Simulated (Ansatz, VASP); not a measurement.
# Two plane-wave programs on Zr2Ta

```xyz
3
Lattice="0.0000 3.3014 3.3014 3.3014 0.0000 3.3014 3.3014 3.3014 0.0000" Properties=species:S:1:pos:R:3 pbc="T T T"
Zr    1.6507    1.6507    1.6507
Zr    4.9521    4.9521    4.9521
Ta    0.0000    0.0000    0.0000
```

Alike in both runs: functional PBE; k mesh 6 × 6 × 6; occupations gaussian, width 0.1 eV; no spin polarisation.

Ansatz relaxed the structure, and its values are those at the end. VASP's run is a single point on that final structure, the one shown.

|  | VASP | Ansatz |
| --- | --- | --- |
| version | VASP 6.6.1 | Ansatz 0.2.0 |
| potentials or method | VASP PAW PBE potentials, release 64 (Zr_sv, Ta_pv), cutoff 520 eV | scalar-relativistic, plane waves, PAW |
| valence electrons in the cell | 35 | 37 |

```csv
,VASP,Ansatz,Ansatz less VASP
gap on the k mesh at the Fermi level (eV),none,none,-
pressure (GPa),0.1,0.1,-0.03
```

A gap of «none» marks a metal or a gap that the smearing closes. With one functional, cell and mesh, what is left measures potentials, basis and numerics. VASP's potentials hold 35 valence electrons a cell and Ansatz's 37, so a difference there can come from the potentials and not from the codes.

Spin-orbit coupling is off throughout.
